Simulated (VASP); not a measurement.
Input of a VASP 6.6.1 run:

Contents of POSCAR:

```
Pb
1.0
    3.6727256361      0.0000000000      0.0000000000
   -1.8363628181      3.1806737019      0.0000000000
    0.0000000000      0.0000000000     11.9051329759
Pb
4
Direct
    0.0000000000      0.0000000000      1.0000000000
    0.0000000000      0.0000000000      0.5000000000
    0.3333333333      0.6666666667      0.2500000000
    0.6666666667      0.3333333333      0.7500000000
```

Contents of INCAR.step1:

```
SYSTEM = Pb
PREC = Accurate
ENCUT = 520
ISMEAR = -1
SIGMA = 0.1
LREAL = .False.
LASPH = .True.
NELM = 80
NBANDS = 36
GGA = PE
ALGO = Normal
EDIFF = 1E-4
LWAVE = .True.
LCHARG = .False.
```

Contents of INCAR.step2:

```
SYSTEM = Pb
PREC = Accurate
ENCUT = 520
EDIFF = 1E-6
ISMEAR = -1
SIGMA = 0.1
LREAL = .False.
LASPH = .True.
NELM = 80
ALGO = Normal
ISIF = 2
LWAVE = .False.
LCHARG = .False.
METAGGA = R2SCAN
LMIXTAU = .True.
NBANDS = 36
ISTART = 1
```

The input KPOINTS:

```
Automatic mesh
0
Gamma
  12 12 3
  0 0 0
```

Potentials or basis: VASP PAW PBE potentials, release 64 (Pb_d).

The run is started by

```sh
$ cat potpaw_PBE.64/Pb_d/POTCAR > POTCAR
$ cp INCAR.step1 INCAR
$ mpirun -np 1 vasp_std > vasp.out
$ cp INCAR.step2 INCAR
$ mpirun -np 1 vasp_std > vasp.out
```

(1) Estimate the band gap on the k mesh.

(2) Predict the pressure.

Results:

(1) zero (bands 28 and 29 overlap by 6.87 eV).

(2) -3.8 GPa.

Caveat: the cell stands under tension; the PAW data sets were made with another functional, which shifts forces and pressure a little; spin-orbit coupling is left out, which moves the levels of the heavy elements.
